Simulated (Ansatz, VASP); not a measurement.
**One calculation of Al4GeRu, two programs**

```xyz
6
Lattice="0.0000 3.6370 3.6370 3.6370 0.0000 3.6370 3.6370 3.6370 0.0000" Properties=species:S:1:pos:R:3 pbc="T T T"
Al    4.5508    2.7233    4.5508
Al    4.5508    4.5508    2.7233
Al    2.7233    4.5508    4.5508
Al    2.7233    2.7233    2.7233
Ge    5.4556    5.4556    5.4556
Ru    0.0000    0.0000    0.0000
```

Change from the starting cell: species swapped into the GdInNi4 type (F-43m, No. 216).

Alike in both runs: task single point; functional PBE; k mesh 4 × 4 × 4; occupations gaussian, width 0.1 eV; collinear spin.

```csv
,VASP,Ansatz
version,VASP 6.6.1,Ansatz 0.2.0
potentials or method,"VASP PAW PBE potentials, release 64 (Al, Ge_d, Ru_pv), cutoff 520 eV","scalar-relativistic, plane waves, PAW"
valence electrons in the cell,40,42
```

Ansatz gave:

| Item | Value |
| --- | --- |
| gap on the k mesh at the Fermi level (eV) | none |
| pressure (GPa) | 0.1 |
| rms of the force components (eV/Å) | 0.030 |
| net moment per atom (μB) | 0.00 |

Question: Which values does VASP return?

Answer: gap on the k mesh at the Fermi level (eV): none; pressure (GPa): 0.1; rms of the force components (eV/Å): 0.029; net moment per atom (μB): 0.00.

Atom by atom the forces differ by 0.001 eV/Å (rms over components). A gap of «none» marks a metal or a gap that the smearing closes. VASP's potentials hold 40 valence electrons a cell and Ansatz's 42, so a difference there can come from the potentials and not from the codes. Ansatz's warnings: seeded moment not kept.

The k mesh is coarse, so the values compare programs but aren't converged.
